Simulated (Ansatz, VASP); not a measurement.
CoO in VASP and in Ansatz

```
CELL_PARAMETERS angstrom
2.61615 0.00000 0.00000
0.00000 2.61615 0.00000
0.00000 0.00000 2.61615
ATOMIC_POSITIONS crystal
Co 0.00000 0.00000 0.00000
O 0.50000 0.50000 0.50000
```

Alike in both runs: task relaxation of cell and atoms; functional PBE; k mesh 16 × 16 × 16; occupations gaussian, width 0.1 eV; collinear spin.

|  | VASP | Ansatz |
| --- | --- | --- |
| version | VASP 6.6.1 | Ansatz 0.2.0 |
| potentials or method | VASP PAW PBE potentials, release 64 (Co, O), cutoff 600 eV | scalar-relativistic, plane waves, PAW |
| valence electrons in the cell | 15 | 23 |

```tsv
	VASP	Ansatz	Ansatz less VASP
gap on the k mesh at the Fermi level, each at its own relaxed structure (eV)	none	none	-
net moment per atom (μB)	1.50	1.50	0.000
size of the moment on the site where the two differ most (μB)	0.45	0.47	+0.023
relaxed volume (Å³/atom)	8.92	8.95	+0.036
relaxed length of the cell vector where the two differ most in proportion (Å)	2.613	2.616	+0.0035
```

Site moments also hang on the region over which each program counts them. A gap of «none» marks a metal or a gap that the smearing closes. VASP's potentials hold 15 valence electrons a cell and Ansatz's 23, so a difference there can come from the potentials and not from the codes.
